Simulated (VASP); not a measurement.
Input of a VASP 6.6.1 run:

INCAR

```
PREC = Accurate
ENCUT = 520
EDIFF = 1E-6
ISMEAR = 0
SIGMA = 0.15
LREAL = F
LASPH = T
NELM = 100
ALGO = Normal
ISIF = 2
LWAVE = F
LCHARG = F
GGA = PS
NBANDS = 20
```

KPOINTS

```
Automatic mesh
0
Gamma
  18 18 10
```

Contents of POSCAR:

```
Ta2N
1.0
    3.0786153869      0.0000000000      0.0000000000
   -1.5393076935      2.6661591336      0.0000000000
    0.0000000000      0.0000000000      4.8232571780
Ta N
2 1
Direct
    0.6854202359      0.3708404719      0.7462554481
    0.3145797641      0.6291595281      0.2537445519
    0.0000000000      0.0000000000      0.0000000000
```

Potentials or basis: VASP PAW PBE potentials, release 64 (Ta_pv, N).

The run is started by

```bash
$ cat potpaw_PBE.64/Ta_pv/POTCAR potpaw_PBE.64/N/POTCAR > POTCAR
$ mpirun -np 1 vasp_std > vasp.out
```

Predict the pressure.

2.2 GPa.

Estimate the band gap on the k mesh.

zero (an odd number of electrons rules out a gap without spin polarisation).

Forces in eV/Å, atoms in the order of the input:
```
Ta   0.000 -0.820 -0.232
Ta   0.000  0.820  0.232
N    0.000  0.000  0.000
```

Caveat: the cell differs from its parent crystal (atoms displaced along a vibrational mode); the PAW data sets were made with another functional, which shifts forces and pressure a little; spin-orbit coupling is left out, which moves the levels of the heavy elements.
